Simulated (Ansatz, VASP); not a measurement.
# One calculation of Al3Si2N3, two programs

Contents of INCAR:

```
  PREC = Accurate
  ENCUT = 600
  EDIFF = 1E-6
  ISMEAR = 0
  SIGMA = 0.2
  LREAL = F
  LASPH = T
  NELM = 60
  ALGO = Normal
  ISIF = 3
  LWAVE = F
  LCHARG = F
  GGA = PE
  IBRION = 2
  NSW = 36
  EDIFFG = -0.08
```

The input KPOINTS:

```
Automatic mesh
0
Gamma
  5 5 2
```

The input POSCAR:

```
Al3Si2N3
1.0
    3.3200000000      0.0000000000      0.0000000000
    0.0000000000      3.3200000000      0.0000000000
    0.0000000000      0.0000000000      9.3800000000
Al Si N
3 2 3
Direct
    0.5000000000      0.5000000000      0.2500000000
    0.0000000000      0.0000000000      0.5000000000
    0.5000000000      0.5000000000      0.7500000000
    0.0000000000      0.0000000000      0.0000000000
    0.5000000000      0.0000000000      0.1250000000
    0.0000000000      0.5000000000      0.3750000000
    0.5000000000      0.0000000000      0.6250000000
    0.0000000000      0.5000000000      0.8750000000
```

Input for Ansatz:

```yaml
crystal:
  lattice:
    - [3.32, 0.0, 0.0]
    - [0.0, 3.32, 0.0]
    - [0.0, 0.0, 9.38]
  atoms:
    - { symbol: Al, position: [0.5, 0.5, 0.25] }
    - { symbol: Al, position: [0.0, 0.0, 0.5] }
    - { symbol: Al, position: [0.5, 0.5, 0.75] }
    - { symbol: Si, position: [0.0, 0.0, 0.0] }
    - { symbol: Si, position: [0.5, 0.0, 0.125] }
    - { symbol: "N", position: [0.0, 0.5, 0.375] }
    - { symbol: "N", position: [0.5, 0.0, 0.625] }
    - { symbol: "N", position: [0.0, 0.5, 0.875] }
basis:
  ecutwfc: 420
kpoints:
  mp_grid: { grid: [5, 5, 2] }
hamiltonian:
  xc: pbe
scf:
  occupations: { method: gaussian, width: 0.2 }
  lower_state_search: "off"
output:
  forces: true
  stress: true
  eigenvalues: true
relax:
  adjacent_minimum: "off"
  f_tol: 0.08
  max_steps: 16
  cell: { stress_tol: 0.8 }
```

Alike in both runs: task relaxation of cell and atoms; functional PBE; k mesh 5 × 5 × 2; occupations gaussian, width 0.2 eV; no spin polarisation.

|  | VASP | Ansatz |
| --- | --- | --- |
| version | VASP 6.6.1 | Ansatz 0.2.0 |
| potentials or method | VASP PAW PBE potentials, release 64 (Al, Si, N), cutoff 600 eV | scalar-relativistic, plane waves, PAW |
| valence electrons in the cell | 32 | 32 |

|  | VASP | Ansatz | Ansatz less VASP |
| --- | --- | --- | --- |
| gap on the k mesh at the Fermi level, each at its own relaxed structure (eV) | none | none | - |
| relaxed volume (Å³/atom) | 12.58 | 12.61 | +0.029 |
| relaxed cell length with the largest relative difference (Å) | 3.145 | 3.152 | +0.0066 |

A gap of «none» marks a metal or a gap that the smearing closes.

The k mesh is coarse, so the values compare programs but aren't converged.
